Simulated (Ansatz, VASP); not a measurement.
## One calculation of TaN, two programs

The input INCAR:

```
SYSTEM = TaN
PREC = Accurate ; ENCUT = 520
EDIFF = 1E-8 ; ISMEAR = -1
SIGMA = 0.02 ; LREAL = .False.
LASPH = .True. ; NELM = 120
ALGO = Normal ; ISIF = 2
LWAVE = .False. ; LCHARG = .False.
GGA = PS ; LEFG = .True.
NBANDS = 16 ; GGA_COMPAT = .False.
```

Contents of KPOINTS:

```
regular mesh
0
Gamma
  12 12 10
  0 0 0
```

Contents of POSCAR:

```
TaN
1.0
    2.9379988584      0.0000000000      0.0000000000
   -1.4689994292      2.5443816477      0.0000000000
    0.0000000000      0.0000000000      2.9406600000
Ta N
1 1
Direct
    0.3333333333      0.6666666667      0.5000000000
    0.0000000000      0.0000000000      0.0000000000
```

Input for Ansatz:

```yaml
crystal:
  lattice:
    - [2.9379988584, 0.0, 0.0]
    - [-1.4689994292, 2.5443816477, 0.0]
    - [0.0, 0.0, 2.94066]
  atoms:
    - { symbol: Ta, position: [0.3333333333, 0.6666666667, 0.5] }
    - { symbol: "N", position: [0.0, 0.0, 0.0] }
kpoints:
  mp_grid: { grid: [12, 12, 10] }
scf:
  occupations: { method: fermi_dirac, width: 0.02 }
hamiltonian:
  xc: pbesol
  pseudopotentials: { kind: paw }
output:
  forces: true
  stress: true
  eigenvalues: true
  efg: { contact_densities: true }
```

Change from the starting cell: zz strain of +2 %, PAW files.

Alike in both runs: task electric field gradients; functional PBEsol; k mesh 12 × 12 × 10; occupations fermi-dirac, width 0.02 eV; no spin polarisation.

|  | VASP | Ansatz |
| --- | --- | --- |
| version | VASP 6.6.1 | Ansatz 0.2.0 |
| potentials or method | VASP PAW PBE potentials, release 64 (Ta_sv_GW, N) | PAW with Ansatz's default frozen-core files, scalar-relativistic |
| plane-wave cutoff (eV) | 520 | 420 |
| valence electrons in the cell | 18 | 18 |

```csv
,VASP,Ansatz,Ansatz less VASP
size of Vzz on the site where it differs most (V/Å²),50.0,69.3,+19.22
```

VASP's potentials were made for PBE, not for PBEsol.

Neither program's run includes spin-orbit coupling.
